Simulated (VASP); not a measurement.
# Se (Cmce) in VASP: notebook

Runs on Se. Level: PBE. Tasks: single point, relaxation of cell and atoms.

Everything below comes from runs of VASP 6.6.1. Logs are shortened: lines on timing, memory, paths and dates and some standing lists are left out, and cuts for length are marked.

### Step 1. The cell of the first run

The structure is orthorhombic, space group Cmce (No. 64). Conventional cell: a = 5.128 Å, b = 9.512 Å, c = 4.335 Å, α = 90.00°, β = 90.00°, γ = 90.00°. Se (site symmetry m) has 3 Se at 2.41 to 2.69 Å within 3.2 Å.

### Step 2. Single point, PBE

INCAR reads:

```
SYSTEM = Se
PREC = Accurate
ENCUT = 520
EDIFF = 1E-6
ISMEAR = 0
SIGMA = 0.1
LREAL = .FALSE.
LASPH = .TRUE.
NELM = 60
ALGO = Normal
ISIF = 2
LWAVE = .FALSE.
LCHARG = .FALSE.
GGA = PE
NBANDS = 20
```

KPOINTS reads:

```
Automatic mesh
0
G
  4 4 4
  0 0 0
```

POSCAR reads:

```
Se
1.0
    2.5642234001     -4.7559050478      0.0000000000
    2.5642234001      4.7559050478      0.0000000000
    0.0000000000      0.0000000000      4.3354560207
Se
4
Direct
    0.1050545668      0.8949454332      0.1555305263
    0.6050545668      0.3949454332      0.3444694737
    0.8949454332      0.1050545668      0.8444694737
    0.3949454332      0.6050545668      0.6555305263
```

Potentials or basis: VASP PAW PBE potentials, release 64 (Se).

Started as:

```console
$ cat potpaw_PBE.64/Se/POTCAR > POTCAR
$ mpirun -np 1 vasp_std > vasp.out
```

OUTCAR:

```text
SYSTEM = Se
   PREC = Accurate
   ENCUT = 520
   EDIFF = 1E-6
   ISMEAR = 0
   LREAL = .FALSE.
   LASPH = .TRUE.
   NELM = 60
   ISIF = 2
   GGA = PE

 ion  position               nearest neighbor table
   1  0.105  0.895  0.156-   3 2.41   2 2.69   2 2.69
   2  0.605  0.395  0.344-   4 2.41   1 2.69   1 2.69
   3  0.895  0.105  0.844-   1 2.41   4 2.69   4 2.69
   4  0.395  0.605  0.656-   2 2.41   3 2.69   3 2.69

  LATTYP: Found a base centered orthorhombic cell.
 ALAT       =     5.1284468002
 B/A-ratio  =     1.8547155632
 C/A-ratio  =     0.8453740849

  Lattice vectors:

 A1 = (   2.5642234001,  -4.7559050478,   0.0000000000)
 A2 = (   2.5642234001,   4.7559050478,   0.0000000000)
 A3 = (   0.0000000000,   0.0000000000,   4.3354560207)

Analysis of symmetry for initial positions (statically):
=====================================================================
 Subroutine PRICEL returns:
 Original cell was already a primitive cell.

 Routine SETGRP: Setting up the symmetry group for a
 base centered orthorhombic supercell.

 Subroutine GETGRP returns: Found  8 space group operations
 (whereof  4 operations were pure point group operations)
 out of a pool of  8 trial point group operations.

The static configuration has the point symmetry C_2h.
 The point group associated with its full space group is D_2h.

Analysis of symmetry for dynamics (positions and initial velocities):
=====================================================================
 Subroutine PRICEL returns:
 Original cell was already a primitive cell.

 Routine SETGRP: Setting up the symmetry group for a
 base centered orthorhombic supercell.

 Subroutine GETGRP returns: Found  8 space group operations
 (whereof  4 operations were pure point group operations)
 out of a pool of  8 trial point group operations.

The dynamic configuration has the point symmetry C_2h.
 The point group associated with its full space group is D_2h.

 Subroutine INISYM returns: Found  8 space group operations
 (whereof  4 operations are pure point group operations),
 and found     1 'primitive' translations

----------------------------------------------------------------------------------------

                                     Primitive cell

  volume of cell :     105.7435

  direct lattice vectors                    reciprocal lattice vectors
     2.564223400 -4.755905048  0.000000000     0.194990811 -0.105132461  0.000000000
     2.564223400  4.755905048  0.000000000     0.194990811  0.105132461  0.000000000
     0.000000000  0.000000000  4.335456021     0.000000000  0.000000000  0.230656244

  length of vectors
     5.403135615  5.403135615  4.335456021     0.221527088  0.221527088  0.230656244

  position of ions in fractional coordinates (direct lattice)
     0.105054567  0.894945433  0.155530526
     0.605054567  0.394945433  0.344469474
     0.894945433  0.105054567  0.844469474
     0.394945433  0.605054567  0.655530526

  ion indices of the primitive-cell ions
   primitive index   ion index
                 1           1
                 2           2
                 3           3
                 4           4

----------------------------------------------------------------------------------------

 KPOINTS: Automatic mesh

Automatic generation of k-mesh.
 Grid dimensions read from file:
 generate k-points for:    4    4    4

 Generating k-lattice:

  Cartesian coordinates                     Fractional coordinates (reciprocal lattice)
     0.048747703 -0.026283115  0.000000000     0.250000000  0.000000000  0.000000000
     0.048747703  0.026283115  0.000000000     0.000000000  0.250000000  0.000000000
     0.000000000  0.000000000  0.057664061     0.000000000  0.000000000  0.250000000

  Length of vectors
     0.055381772  0.055381772  0.057664061

  Shift w.r.t. Gamma in fractional coordinates (k-lattice)
     0.000000000  0.000000000  0.000000000

 Subroutine IBZKPT returns following result:
 ===========================================

 Found     21 irreducible k-points:

 Following reciprocal coordinates:
            Coordinates               Weight
  0.000000  0.000000  0.000000      1.000000
  0.250000  0.000000  0.000000      4.000000
  0.500000  0.000000  0.000000      2.000000
  0.250000  0.250000  0.000000      2.000000
  0.500000  0.250000  0.000000      4.000000
 -0.250000  0.250000  0.000000      2.000000
[... 13 lines left out ...]
 -0.250000  0.250000  0.500000      2.000000
  0.500000  0.500000  0.500000      1.000000
   k-points           NKPTS =     21   k-points in BZ     NKDIM =     21   number of bands    NBANDS=     20
   number of dos      NEDOS =    301   number of ions     NIONS =      4
   total plane-waves  NPLWV =  51200
   dimension x,y,z NGX =    40 NGY =   40 NGZ =   32
   dimension x,y,z NGXF=    80 NGYF=   80 NGZF=   64
   ions per type =               4
   NGX,Y,Z   is equivalent  to a cutoff of  12.31, 12.31, 12.27 a.u.
   NGXF,Y,Z  is equivalent  to a cutoff of  24.61, 24.61, 24.54 a.u.
 SYSTEM =  Se
   PREC   = accura    normal or accurate (medium, high low for compatibility)
   ISTART =      0    job   : 0-new  1-cont  2-samecut
   ICHARG =      2    charge: 1-file 2-atom 10-const
   ISPIN  =      1    spin polarized calculation?
   LNONCOLLINEAR =      F non collinear calculations
   LSORBIT =      F    spin-orbit coupling
   LASPH  =      T    aspherical Exc in radial PAW
   ENCUT  =  520.0 eV  38.22 Ry    6.18 a.u.  10.05 10.05  8.06*2*pi/ulx,y,z
   NELM   =     60;   NELMIN=  2; NELMDL= -5     # of ELM steps
   EDIFF  = 0.1E-05   stopping-criterion for ELM
   LREAL  =      F    real-space projection
   EDIFFG = 0.1E-04   stopping-criterion for IOM
   NSW    =      0    number of steps for IOM
   IBRION =     -1    ionic relax: 0-MD 1-quasi-New 2-CG
   NFREE  =      0    steps in history (QN), initial steepest desc. (CG)
   ISIF   =      2    stress and relaxation
   ISYM   =      2    0-nonsym 1-usesym 2-fastsym
   POTIM  = 0.5000    time-step for ionic-motion
   TEBEG  =    0.0;   TEEND  =   0.0 temperature during run
   PSTRESS=    0.0 pullay stress
   NELECT =      24.0000    total number of electrons
   NUPDOWN=      -1.0000    fix difference up-down
   EMIN   =  10.00;   EMAX   =-10.00  energy-range for DOS
   EFERMI =   0.00;   METHOD = LEGACY
   ISMEAR =     0;   SIGMA  =   0.10  broadening in eV -4-tet -1-fermi 0-gaus
   EFERMI_NEDOS =   21; number of points for ismear=-14 and -15
   IALGO  =     38    algorithm
   IMIX   =      4    mixing-type and parameters
     AMIX     =   0.40;   BMIX     =  1.00
     AMIX_MAG =   1.60;   BMIX_MAG =  1.00
  volume/ion in A,a.u.               =      26.44       178.40
  Fermi-wavevector in a.u.,A,eV,Ry     =   0.998606  1.887091 13.567907  0.997213
  Thomas-Fermi vector in A             =   2.130840
   LORBIT       =      0    0 simple, 1 ext, 2 COOP (PROOUT), +10 PAW based schemes
   GGA     = PE    functional components
   LHFCALC =     F    Hartree Fock is set to
   AEXX    =    0.0000 exact exchange contribution
   IVDW    =     0    specifies the selected vdW correction
   LEPSILON=     F    determine dielectric tensor
   LRPA    =     F    only Hartree local field effects (RPA)
 non-spin polarized calculation
 Gauss-broadening in eV      SIGMA  =   0.10
  energy-cutoff  :      520.00
  volume of cell :      105.74
 maximum number of plane-waves:      2876
   NGX = 21   NGY = 21   NGZ = 17

 number of electron      24.0000001 magnetization

 Free energy of the ion-electron system (eV)
  ---------------------------------------------------
  ext. energy  EPLUGINS =         0.00000000
  ---------------------------------------------------
  free energy    TOTEN  =       -13.40569634 eV

  energy without entropy =      -13.40407012  energy(sigma->0) =      -13.40488323

 E-fermi :   3.0649     XC(G=0):  -9.0730

 val. band max:        2.9673208421   @ k =   0.2500   0.2500   0.0000
 cond. band min:       3.1564177976   @ k =   0.5000   0.5000   0.5000
 fundamental gap:      0.1890969555
 Fermi energy:         3.0648837197

 k-point     1 :       0.0000    0.0000    0.0000
  band No.  band energies     occupation
      1     -12.6560      2.00000
      2      -9.9324      2.00000
      3      -9.6600      2.00000
      4      -7.3043      2.00000
      5      -2.8781      2.00000
      6      -2.4350      2.00000
[... 12 lines left out ...]
     19       9.3878      0.00000
     20      10.1763      0.00000

 k-point     2 :       0.2500    0.0000    0.0000
  band No.  band energies     occupation
      1     -12.3495      2.00000
      2     -10.4643      2.00000
      3      -9.4700      2.00000
      4      -7.9441      2.00000
      5      -2.3840      2.00000
      6      -2.1450      2.00000
[... 12 lines left out ...]
     19       9.4792      0.00000
     20      10.5908      0.00000

 k-point     3 :       0.5000    0.0000    0.0000
  band No.  band energies     occupation
      1     -11.5104      2.00000
      2     -11.5104      2.00000
      3      -8.8820      2.00000
      4      -8.8820      2.00000
      5      -1.7289      2.00000
      6      -1.7289      2.00000
[... 12 lines left out ...]
     19      10.1405      0.00000
     20      10.1405      0.00000

 k-point     4 :       0.2500    0.2500    0.0000
  band No.  band energies     occupation
      1     -11.6493      2.00000
      2     -11.3405      2.00000
      3      -9.2175      2.00000
      4      -8.5620      2.00000
      5      -2.0245      2.00000
      6      -1.4615      2.00000
[... 12 lines left out ...]
     19       9.1160      0.00000
     20      11.3081      0.00000

 k-point     5 :       0.5000    0.2500    0.0000
  band No.  band energies     occupation
      1     -12.1116      2.00000
      2     -10.6393      2.00000
      3      -9.9512      2.00000
      4      -7.5275      2.00000
      5      -2.6049      2.00000
      6      -1.4169      2.00000
[... 12 lines left out ...]
     19       9.7138      0.00000
     20      10.5884      0.00000

 k-point     6 :      -0.2500    0.2500    0.0000
  band No.  band energies     occupation
      1     -12.5016      2.00000
      2     -10.0393      2.00000
      3      -9.9934      2.00000
      4      -7.0428      2.00000
      5      -3.1382      2.00000
      6      -1.9735      2.00000
[... 12 lines left out ...]
     19      10.2535      0.00000
     20      11.0886      0.00000

 k-point     7 :       0.5000    0.5000    0.0000
  band No.  band energies     occupation
      1     -12.3067      2.00000
      2     -10.3529      2.00000
      3     -10.1336      2.00000
      4      -6.7778      2.00000
      5      -3.3231      2.00000
      6      -1.2249      2.00000
[... 12 lines left out ...]
     19      10.0939      0.00000
     20      11.2206      0.00000
[... 208 lines left out ...]
 k-point    17 :       0.5000    0.0000    0.5000
  band No.  band energies     occupation
      1     -11.2390      2.00000
      2     -11.2390      2.00000
      3      -9.1094      2.00000
      4      -9.1094      2.00000
      5      -1.8513      2.00000
      6      -1.8513      2.00000
[... 12 lines left out ...]
     19      11.3121      0.00000
     20      11.3121      0.00000

 k-point    18 :       0.2500    0.2500    0.5000
  band No.  band energies     occupation
      1     -11.2394      2.00000
      2     -11.2394      2.00000
      3      -9.1077      2.00000
      4      -9.1077      2.00000
      5      -2.1602      2.00000
      6      -2.1602      2.00000
[... 12 lines left out ...]
     19      11.2553      0.00000
     20      11.2553      0.00000

 k-point    19 :       0.5000    0.2500    0.5000
  band No.  band energies     occupation
      1     -11.4128      2.00000
      2     -11.4128      2.00000
      3      -8.7159      2.00000
      4      -8.7159      2.00000
      5      -2.5455      2.00000
      6      -2.5455      2.00000
[... 12 lines left out ...]
     19      11.4988      0.00000
     20      11.4988      0.00000

 k-point    20 :      -0.2500    0.2500    0.5000
  band No.  band energies     occupation
      1     -11.6120      2.00000
      2     -11.6120      2.00000
      3      -8.2018      2.00000
      4      -8.2018      2.00000
      5      -2.1790      2.00000
      6      -2.1790      2.00000
[... 12 lines left out ...]
     19      11.5966      0.00000
     20      11.5966      0.00000

 k-point    21 :       0.5000    0.5000    0.5000
  band No.  band energies     occupation
      1     -11.5514      2.00000
      2     -11.5514      2.00000
      3      -8.3339      2.00000
      4      -8.3339      2.00000
      5      -2.2334      2.00000
      6      -2.2334      2.00000
[... 12 lines left out ...]
     19      10.8032      0.00000
     20      10.8032      0.00000

------------------------ aborting loop because EDIFF is reached ----------------------------------------

  FORCE on cell =-STRESS in cart. coord.  units (eV):
  Direction    XX          YY          ZZ          XY          YZ          ZX
  --------------------------------------------------------------------------------------
  -------------------------------------------------------------------------------------
  Total        0.0995475     -0.0079331     -0.0625125      0.0000000      0.0000000      0.0000000
  in kB        1.5082985     -0.1201988     -0.9471610      0.0000000      0.0000000      0.0000000
  external PRESSURE =       0.1469796 kB  Pullay stress =       0.0000000 kB

 VOLUME and BASIS-vectors are now :
 -----------------------------------------------------------------------------
  energy-cutoff  :      520.00
  volume of cell :      105.74
      direct lattice vectors                 reciprocal lattice vectors
     2.564223400 -4.755905048  0.000000000     0.194990811 -0.105132461  0.000000000
     2.564223400  4.755905048  0.000000000     0.194990811  0.105132461  0.000000000
     0.000000000  0.000000000  4.335456021     0.000000000  0.000000000  0.230656244

 POSITION                                       TOTAL-FORCE (eV/Angst)
 -----------------------------------------------------------------------------------
      2.56422      3.75665      0.67430         0.000000     -0.014619      0.005242
      2.56422     -0.99926      1.49343         0.000000     -0.014619     -0.005242
      2.56422     -3.75665      3.66116         0.000000      0.014619     -0.005242
      2.56422      0.99926      2.84202         0.000000      0.014619      0.005242
 -----------------------------------------------------------------------------------
    total drift:                                0.000000     -0.000000      0.000000

  FREE ENERGIE OF THE ION-ELECTRON SYSTEM (eV)
  ---------------------------------------------------
  free  energy   TOTEN  =       -13.4056963385 eV

  energy  without entropy=      -13.4040701247  energy(sigma->0) =      -13.40488323
```

Run time: 32 s. Hardware: 1 thread of AMD EPYC 7R43 (Zen 3), shared host; peak memory 0.18 GiB.

Results:

```yaml
Free_energy: -13.4057 eV
Pressure: 0.0 GPa
Largest_force: 0.016 eV/Å
Band_gap_on_the_k_mesh: zero (bands 12 and 13 overlap by 0.19 eV)
```

Forces on the atoms (eV/Å):
```
Se   0.000 -0.015  0.005
Se   0.000 -0.015 -0.005
Se   0.000  0.015 -0.005
Se   0.000  0.015  0.005
```

Caveat: the k points lie up to 0.36 Å⁻¹ apart.

(Part 1 of 2 ends here.)
